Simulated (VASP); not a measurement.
# Ir2Pt (P6/mmm) in VASP: a series of runs, part 3 of 3

VASP 6.6.1. The steps go on from the part before.

**4. Single point, PBE**

This run uses another cell than the first one, of 15.37 Å³/atom.

Input file INCAR:

```
SYSTEM = Ir2Pt
PREC     = Accurate       ! precision mode
ENCUT    = 500            ! plane-wave cutoff, eV
EDIFF    = 1E-6           ! SCF threshold, eV
ISMEAR   = 0              ! smearing method
SIGMA    = 0.1            ! smearing width, eV
LREAL    = .FALSE.        ! projectors in reciprocal space
LASPH    = .TRUE.         ! aspherical terms in the spheres
NELM     = 120            ! most SCF steps
ALGO     = Normal         ! electronic algorithm
ISIF     = 2              ! what is computed and relaxed
LWAVE    = .FALSE.        ! write WAVECAR
LCHARG   = .FALSE.        ! write CHGCAR
GGA      = PE             ! functional
NBANDS   = 21             ! bands
GGA_COMPAT= .FALSE.
```

Input file KPOINTS:

```
regular mesh
0
G
  6 6 6
  0 0 0
```

Input file POSCAR:

```
Ir2Pt
1.0
    4.3938813666      0.0000000000      0.0000000000
   -2.1969406833      3.8052128847      0.0000000000
    0.0000000000      0.0000000000      2.7583503596
Ir Pt
2 1
Direct
    0.3333333333      0.6666666667      0.5000000000
    0.6666666667      0.3333333333      0.5000000000
    0.0000000000      0.0000000000      0.0000000000
```

Potentials or basis: VASP PAW PBE potentials, release 64 (Ir, Pt).

On the command line:

```console
$ cat potpaw_PBE.64/Ir/POTCAR potpaw_PBE.64/Pt/POTCAR > POTCAR
$ mpirun -np 1 vasp_std > vasp.out
```

OUTCAR:

```text
SYSTEM = Ir2Pt
   PREC = Accurate
   ENCUT = 500
   EDIFF = 1E-6
   ISMEAR = 0
   LREAL = .FALSE.
   LASPH = .TRUE.
   NELM = 120
   ISIF = 2
   GGA = PE

 ion  position               nearest neighbor table
   1  0.333  0.667  0.500-   2 2.54   2 2.54   2 2.54   3 2.89   3 2.89   3 2.89   3 2.89   3 2.89
                             3 2.89
   2  0.667  0.333  0.500-   1 2.54   1 2.54   1 2.54   3 2.89   3 2.89   3 2.89   3 2.89   3 2.89
                             3 2.89
   3  0.000  0.000  0.000-   1 2.89   2 2.89   1 2.89   2 2.89   2 2.89   2 2.89   1 2.89   1 2.89
                             2 2.89   2 2.89   1 2.89   1 2.89

  LATTYP: Found a hexagonal cell.
 ALAT       =     4.3938813666
 C/A-ratio  =     0.6277707861

  Lattice vectors:

 A1 = (   4.3938813666,   0.0000000000,   0.0000000000)
 A2 = (  -2.1969406833,   3.8052128847,   0.0000000000)
 A3 = (   0.0000000000,   0.0000000000,   2.7583503596)

Analysis of symmetry for initial positions (statically):
=====================================================================
 Subroutine PRICEL returns:
 Original cell was already a primitive cell.

 Routine SETGRP: Setting up the symmetry group for a
 hexagonal supercell.

 Subroutine GETGRP returns: Found 24 space group operations
 (whereof 24 operations were pure point group operations)
 out of a pool of 24 trial point group operations.

The static configuration has the point symmetry D_6h.

Analysis of symmetry for dynamics (positions and initial velocities):
=====================================================================
 Subroutine PRICEL returns:
 Original cell was already a primitive cell.

 Routine SETGRP: Setting up the symmetry group for a
 hexagonal supercell.

 Subroutine GETGRP returns: Found 24 space group operations
 (whereof 24 operations were pure point group operations)
 out of a pool of 24 trial point group operations.

The dynamic configuration has the point symmetry D_6h.
[... 117 lines left out ...]
   EFERMI_NEDOS =   21; number of points for ismear=-14 and -15
   IALGO  =     38    algorithm
   IMIX   =      4    mixing-type and parameters
     AMIX     =   0.40;   BMIX     =  1.00
     AMIX_MAG =   1.60;   BMIX_MAG =  1.00
  volume/ion in A,a.u.               =      15.37       103.74
  Fermi-wavevector in a.u.,A,eV,Ry     =   1.386230  2.619595 26.145410  1.921633
  Thomas-Fermi vector in A             =   2.510565
   LORBIT       =      0    0 simple, 1 ext, 2 COOP (PROOUT), +10 PAW based schemes
   GGA     = PE    functional components
   LHFCALC =     F    Hartree Fock is set to
   AEXX    =    0.0000 exact exchange contribution
   IVDW    =     0    specifies the selected vdW correction
   LEPSILON=     F    determine dielectric tensor
   LRPA    =     F    only Hartree local field effects (RPA)
 non-spin polarized calculation
 Gauss-broadening in eV      SIGMA  =   0.10
  energy-cutoff  :      500.00
  volume of cell :       46.12
 maximum number of plane-waves:      1203
   NGX = 17   NGY = 17   NGZ = 11

 number of electron      28.0000001 magnetization

 Free energy of the ion-electron system (eV)
  ---------------------------------------------------
  ext. energy  EPLUGINS =         0.00000000
  ---------------------------------------------------
  free energy    TOTEN  =       -22.84044889 eV

  energy without entropy =      -22.81122837  energy(sigma->0) =      -22.82583863

 E-fermi :   9.6635     XC(G=0): -13.4344

 val. band max:        9.6625802211   @ k =   0.1667   0.1667   0.3333
 cond. band min:       9.6659283985   @ k =   0.5000   0.0000   0.0000
 fundamental gap:      0.0033481774
 Fermi energy:         9.6635011006

 k-point     1 :       0.0000    0.0000    0.0000
  band No.  band energies     occupation
      1      -0.5152      2.00000
      2       3.1648      2.00000
      3       5.3299      2.00000
      4       5.3299      2.00000
      5       5.5051      2.00000
      6       5.5350      2.00000
[... 565 lines left out ...]
     20      17.3410      0.00000
     21      18.6840      0.00000

 [... further k-points ...]

------------------------ aborting loop because EDIFF is reached ----------------------------------------

  FORCE on cell =-STRESS in cart. coord.  units (eV):
  Direction    XX          YY          ZZ          XY          YZ          ZX
  --------------------------------------------------------------------------------------
  -------------------------------------------------------------------------------------
  Total       -0.0397698     -0.0397698     -0.0227268     -0.0000000     -0.0000000      0.0000000
  in kB       -1.3816165     -1.3816165     -0.7895367     -0.0000000     -0.0000000      0.0000000
  external PRESSURE =      -1.1842566 kB  Pullay stress =       0.0000000 kB

 VOLUME and BASIS-vectors are now :
 -----------------------------------------------------------------------------
  energy-cutoff  :      500.00
  volume of cell :       46.12
      direct lattice vectors                 reciprocal lattice vectors
     4.393881367  0.000000000  0.000000000     0.227589212  0.131398693  0.000000000
    -2.196940683  3.805212885  0.000000000     0.000000000  0.262797386  0.000000000
     0.000000000  0.000000000  2.758350360     0.000000000  0.000000000  0.362535527

 POSITION                                       TOTAL-FORCE (eV/Angst)
 -----------------------------------------------------------------------------------
     -0.00000      2.53681      1.37918         0.000000      0.000000     -0.000000
      2.19694      1.26840      1.37918        -0.000000      0.000000      0.000000
      0.00000      0.00000      0.00000        -0.000000      0.000000      0.000000
 -----------------------------------------------------------------------------------
    total drift:                               -0.000000      0.000000      0.000000

  FREE ENERGIE OF THE ION-ELECTRON SYSTEM (eV)
  ---------------------------------------------------
  free  energy   TOTEN  =       -22.8404488930 eV

  energy  without entropy=      -22.8112283736  energy(sigma->0) =      -22.82583863
```

OSZICAR:

```text
N       E                     dE             d eps       ncg     rms          rms(c)
DAV:   1     0.228372468608E+03    0.22837E+03   -0.12687E+04  1176   0.126E+03
DAV:   2    -0.144150544020E+02   -0.24279E+03   -0.22701E+03  1186   0.349E+02
DAV:   3    -0.240514062137E+02   -0.96364E+01   -0.91494E+01  1428   0.754E+01
DAV:   4    -0.242560057942E+02   -0.20460E+00   -0.20389E+00  1311   0.104E+01
DAV:   5    -0.242610675795E+02   -0.50618E-02   -0.50610E-02  1403   0.173E+00    0.219E+01
DAV:   6    -0.230387676259E+02    0.12223E+01   -0.21558E+00  1359   0.141E+01    0.102E+01
DAV:   7    -0.229518072182E+02    0.86960E-01   -0.96002E-01  1541   0.110E+01    0.435E+00
DAV:   8    -0.228551266375E+02    0.96681E-01   -0.51753E-01  1680   0.672E+00    0.282E+00
DAV:   9    -0.228419789630E+02    0.13148E-01   -0.41850E-02  1251   0.166E+00    0.120E+00
DAV:  10    -0.228404448835E+02    0.15341E-02   -0.13332E-03  1331   0.337E-01    0.517E-02
DAV:  11    -0.228404490603E+02   -0.41768E-05   -0.13436E-04  1718   0.120E-01    0.249E-02
DAV:  12    -0.228404487903E+02    0.26997E-06   -0.11787E-05  1354   0.405E-02    0.849E-03
DAV:  13    -0.228404488930E+02   -0.10264E-06   -0.19473E-06   859   0.123E-02
   1 F= -.22840449E+02 E0= -.22825839E+02  d E =-.292205E-01
```

stdout:

```text
POSCAR found type information on POSCAR IrPt
 POSCAR found :  2 types and       3 ions
 scaLAPACK will be used
 LDA part: xc-table for (Slater+PW92), standard interpolation
 POSCAR, INCAR and KPOINTS ok, starting setup
 FFT: planning ... GRIDC
 FFT: planning ... GRID_SOFT
 FFT: planning ... GRID
 WAVECAR not read
 entering main loop
```

It took 26 s on 1 thread of AMD EPYC 7R43 (Zen 3), shared host; peak memory 0.14 GiB.

What came out:

```
Free energy            : -22.8404 eV
Pressure               : -0.1 GPa
Band gap on the k mesh : zero (bands 14 and 15 overlap by 1.55 eV)
```

Caveat: the k points lie up to 0.38 Å⁻¹ apart, too coarse for converged energies and pressures of a metal; spin-orbit coupling is left out, which moves the levels of the heavy elements.

**5. Relaxation of cell and atoms, PBE**

This run uses another cell than the first one, of 15.53 Å³/atom.

Input file INCAR:

```
PREC = Accurate
ENCUT = 500
EDIFF = 1E-7
ISMEAR = 0
SIGMA = 0.1
LREAL = False
LASPH = True
NELM = 120
ALGO = Normal
ISIF = 3
LWAVE = False
LCHARG = False
GGA = PE
IBRION = 2
NSW = 90
EDIFFG = -0.04
GGA_COMPAT = False
NELMIN = 4
```

Input file KPOINTS:

```
Automatic mesh
0
Gamma
  6 6 4
```

Input file POSCAR:

```
Ir2Pt
1.0
    3.6501665700      0.0000000000      0.0000000000
   -1.8250832800      3.1611369700      0.0000000000
    0.0000000000      0.0000000000      4.0375259600
Ir Pt
2 1
Direct
    0.3333333300      0.6666666700      0.5000000000
    0.6666666700      0.3333333300      0.5000000000
    0.0000000000      0.0000000000      0.0000000000
```

On the command line:

```console
$ cat potpaw_PBE.64/Ir/POTCAR potpaw_PBE.64/Pt/POTCAR > POTCAR
$ mpirun -np 1 vasp_std > vasp.out
```

Wall time 6.7 min (1 thread of AMD EPYC 7R43 (Zen 3), shared host); peak memory 0.15 GiB.

Results (log left out):

| Quantity | Value |
| --- | --- |
| Free energy | -23.1314 eV |
| Relaxed volume | 15.22 Å³/atom |
| Relaxed cell | a = 4.454 Å, b = 4.454 Å, c = 2.657 Å, α = 90.00°, β = 90.00°, γ = 120.00° |
| Space group after relaxing (to 0.1 Å) | P6/mmm (No. 191) |
| Pressure after relaxing | 0.1 GPa |
| Band gap on the k mesh | zero (bands 14 and 15 overlap by 1.62 eV) |

Stress tensor (GPa, compression positive):
```
0.15 0.00 0.00
0.00 0.15 0.00
0.00 0.00 0.02
```

Final structure:
```yaml
crystal:
  lattice:
    - [4.45379, 0.00000, 0.00000]
    - [-2.22689, 3.85709, 0.00000]
    - [0.00000, 0.00000, 2.65734]
  atoms:
    - { symbol: Ir, position: [0.33333, 0.66667, 0.50000] }
    - { symbol: Ir, position: [0.66667, 0.33333, 0.50000] }
    - { symbol: Pt, position: [0.00000, 0.00000, 0.00000] }
```

Levels at points of the mesh, in eV from the Fermi level:
| k point | band 12 | band 13 | band 14 | band 15 | band 16 | band 17 |
| --- | --- | --- | --- | --- | --- | --- |
| (0.00, 0.00, 0.00) | -2.02 | -1.35 | -1.35 | 1.05 | 1.05 | 5.19 |
| (0.50, 0.00, 0.00) | -0.97 | -0.13 | -0.11 | 0.30 | 0.41 | 0.65 |
| (0.00, 0.00, 0.50) | -0.54 | 0.25 | 0.25 | 2.18 | 2.49 | 3.78 |
| (0.50, 0.00, 0.50) | -0.27 | -0.07 | 0.06 | 1.73 | 2.36 | 3.79 |

Caveat: the k points lie up to 0.59 Å⁻¹ apart in the final cell, too coarse for converged energies and pressures of a metal; a cell axis changed by over 15 % at a fixed basis, so the end point is rough; spin-orbit coupling is left out, which moves the levels of the heavy elements.

**6. Relaxation of cell and atoms, PBE**

Input file INCAR:

```
PREC = Accurate
ENCUT = 500
EDIFF = 1E-7
ISMEAR = 0
SIGMA = 0.1
LREAL = F
LASPH = T
NELM = 120
ALGO = Normal
ISIF = 3
LWAVE = F
LCHARG = F
GGA = PE
IBRION = 2
NSW = 90
EDIFFG = -0.04
GGA_COMPAT = F
NELMIN = 4
```

Input file KPOINTS:

```
regular mesh
0
Gamma
  6 6 6
```

Input file POSCAR:

```
Ir2Pt
1.0
    4.4558114230      0.0000000000      0.0000000000
   -2.2279057115      3.8588458868      0.0000000000
    0.0000000000      0.0000000000      2.6572710895
Ir Pt
2 1
Direct
    0.3333333333      0.6666666667      0.5000000000
    0.6666666667      0.3333333333      0.5000000000
    0.0000000000      0.0000000000      0.0000000000
```

Potentials or basis: VASP PAW PBE potentials, release 64 (Ir, Pt).

On the command line:

```console
$ cat potpaw_PBE.64/Ir/POTCAR potpaw_PBE.64/Pt/POTCAR > POTCAR
$ mpirun -np 1 vasp_std > vasp.out
```

Wall time 1.9 min (1 thread of AMD EPYC 7R43 (Zen 3), shared host); peak memory 0.14 GiB.

It converged, with:

```yaml
Free_energy: -22.8400 eV
Relaxed_volume: 15.37 Å³/atom
Relaxed_cell: a = 4.393 Å, b = 4.393 Å, c = 2.759 Å, α = 90.00°, β = 90.00°, γ = 120.00°
Space_group_after_relaxing_to_0.1_Å: P6/mmm (No. 191)
Energy_gained_by_relaxing: 27.0 meV/atom
Ionic_steps: 5
Pressure_after_relaxing: 0.0 GPa
Band_gap_on_the_k_mesh: zero (bands 14 and 15 overlap by 1.55 eV)
```

The path:
```
step  energy change (eV)  largest force (eV/Å)  pressure (GPa)  volume (Å³)
   1              0.0000                0.0000            2.00        45.69
   2             -0.0580                0.0000           -3.51        46.86
   3             -0.0783                0.0000           -2.23        46.45
   4             -0.0614                0.0000            6.23        45.21
   5             -0.0811                0.0000           -0.03        46.11
```

Final structure:
```
Ir Pt
1.0
     4.39303    0.00000    0.00000
    -2.19652    3.80448    0.00000
     0.00000    0.00000    2.75880
Ir Pt
2 1
Cartesian
  0.0000 2.5363 1.3794
  2.1965 1.2682 1.3794
  0.0000 0.0000 2.7588
```

Levels at points of the mesh, in eV from the Fermi level:
```tsv
k point	band 12	band 13	band 14	band 15	band 16	band 17
(0.00, 0.00, 0.00)	-2.40	-1.91	-1.91	0.87	0.87	5.44
(0.50, 0.00, 0.00)	-1.03	-0.34	0.00	0.02	0.36	0.53
(0.00, 0.00, 0.50)	-0.56	0.29	0.29	1.62	2.00	2.83
(0.50, 0.00, 0.50)	-0.33	-0.09	0.06	1.51	2.11	3.07
```

Caveat: the k points lie up to 0.38 Å⁻¹ apart in the final cell, too coarse for converged energies and pressures of a metal; spin-orbit coupling is left out, which moves the levels of the heavy elements.

**7. The runs side by side**

```csv
task,cell,k mesh,gap on the mesh (eV),pressure (GPa),relaxed volume (Å³/atom)
single point,"a = 4.456, b = 4.456, c = 2.657 Å, angles 90.0, 90.0, 120.0°, 3 atoms",6 × 6 × 4,none,-0.1,-
single point,"a = 3.650, b = 3.650, c = 4.038 Å, angles 90.0, 90.0, 120.0°, 3 atoms",6 × 6 × 4,none,79.5,-
single point,"a = 4.394, b = 4.394, c = 2.758 Å, angles 90.0, 90.0, 120.0°, 3 atoms",6 × 6 × 6,none,-0.1,-
relaxation of cell and atoms,"relaxed from a = 3.650, b = 3.650, c = 4.038 Å, angles 90.0, 90.0, 120.0°, 3 atoms",6 × 6 × 4,none,0.1,15.22
relaxation of cell and atoms,"relaxed from a = 4.456, b = 4.456, c = 2.657 Å, angles 90.0, 90.0, 120.0°, 3 atoms",6 × 6 × 6,none,0.0,15.37
```

Alike in all rows: level PBE; potentials or basis VASP PAW PBE potentials, release 64 (Ir, Pt); no spin polarisation; cutoff (eV) 500; smearing gaussian 0.1 eV.

Caveats: all runs use coarse meshes; spin-orbit coupling is left out, which moves the levels of the heavy elements; a cell axis changed by over 15 % at a fixed basis, so the end point is rough (at least some runs).

Total energies depend on the potentials used, so only differences within one code and one set of settings carry meaning.
